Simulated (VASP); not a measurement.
A run of VASP 6.6.1:

The input INCAR:

```
SYSTEM = Mo
PREC     = Accurate       ! precision mode
ENCUT    = 520            ! plane-wave cutoff, eV
EDIFF    = 1E-6           ! SCF threshold, eV
ISMEAR   = 1              ! smearing method
SIGMA    = 0.025          ! smearing width, eV
LREAL    = .FALSE.        ! projectors in reciprocal space
LASPH    = .TRUE.         ! aspherical terms in the spheres
NELM     = 80             ! most SCF steps
ALGO     = Normal         ! electronic algorithm
ISIF     = 2              ! what is computed and relaxed
LWAVE    = .FALSE.        ! write WAVECAR
LCHARG   = .FALSE.        ! write CHGCAR
GGA      = PE             ! functional
NBANDS   = 13             ! bands
```

KPOINTS

```
Automatic mesh
0
G
  12 12 12
  0 0 0
```

Contents of POSCAR:

```
Mo
1.0
   -1.5734150000      1.5734150000      1.5734150000
    1.5734150000     -1.5734150000      1.5734150000
    1.5734150000      1.5734150000     -1.5734150000
Mo
1
Direct
    0.0000000000      0.0000000000      0.0000000000
```

Potentials or basis: VASP PAW PBE potentials, release 64 (Mo_sv).

Run with:

```sh
$ cat potpaw_PBE.64/Mo_sv/POTCAR > POTCAR
$ mpirun -np 1 vasp_std > vasp.out
```

Hardware: 1 thread of AMD EPYC 7R13 (shared host).

Problem. How long does it take, and how much memory?

Solution. It took 24 s on 1 thread of AMD EPYC 7R13, with other jobs on the host, peak memory 0.1 GiB. Counts: scf iterations 11, k points 72.
